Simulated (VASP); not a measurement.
Crystal: BiIr (rocksalt type).

```xyz
2
Lattice="0.0000 2.8437 2.8437 2.8437 0.0000 2.8437 2.8437 2.8437 0.0000" Properties=species:S:1:pos:R:3 pbc="T T T"
Ir    0.0000    0.0000    0.0000
Bi    2.8437    2.8437    2.8437
```

| Property | Result |
| --- | --- |
| Program | VASP 6.6.1 |
| Task | relaxation of cell and atoms |
| Functional | PBE |
| Potentials or basis | VASP PAW PBE potentials, release 64 (Ir, Bi_d) |
| Cutoff | 600 eV |
| k mesh | 12 × 12 × 12 |
| Occupations | fermi-dirac, width 0.08 eV |
| Spin | no spin polarisation |

At the start: pressure -3.4 GPa; volume 23.00 Å³/atom.

**Question.** How do energy, volume and symmetry change on relaxing?

**Answer.** Over 3 steps the energy falls by 7.9 meV/atom and the volume is 22.29 Å³/atom (-3.1 %); space group Fm-3m (No. 225, to 0.1 Å) before and after.

The path:
| step | energy change (eV) | largest force (eV/Å) | pressure (GPa) | volume (Å³) |
| --- | --- | --- | --- | --- |
| 1 | 0.0000 | 0.0000 | -3.45 | 45.99 |
| 2 | 0.0127 | 0.0000 | 5.35 | 42.78 |
| 3 | -0.0158 | 0.0000 | -0.03 | 44.58 |

Final structure:
```
Ir Bi
1.0
     0.00000    2.81422    2.81422
     2.81422    0.00000    2.81422
     2.81422    2.81422    0.00000
Ir Bi
1 1
Direct
  0.00000 0.00000 0.00000
  0.50000 0.50000 0.50000
```
